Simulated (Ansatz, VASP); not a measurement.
## HfN in VASP and in Ansatz

```xyz
2
Lattice="0.0000 2.2110 2.2110 2.2110 0.0000 2.2110 2.2110 2.2110 0.0000" Properties=species:S:1:pos:R:3 pbc="T T T"
Hf    2.2110    2.2110    2.2110
N     0.0000    0.0000    0.0000
```

Alike in both runs: task single point; functional LDA; k mesh 10 × 10 × 10; occupations gaussian, width 0.05 eV; no spin polarisation.

|  | VASP | Ansatz |
| --- | --- | --- |
| version | VASP 6.6.1 | Ansatz 0.2.0 |
| potentials or method | VASP PAW LDA potentials, release 64 (Hf_pv, N), cutoff 520 eV | scalar-relativistic, plane waves, PAW |
| valence electrons in the cell | 15 | 31 |

|  | VASP | Ansatz | Ansatz less VASP |
| --- | --- | --- | --- |
| gap on the k mesh at the Fermi level (eV) | none | none | - |
| pressure (GPa) | 8.9 | 10.0 | +1.12 |

LDA's correlation is that of Perdew and Zunger in VASP and of Perdew and Wang (1992) in Ansatz. A gap of «none» marks a metal or a gap that the smearing closes. VASP's potentials hold 15 valence electrons a cell and Ansatz's 31, so a difference there can come from the potentials and not from the codes.

Neither program's run includes spin-orbit coupling.
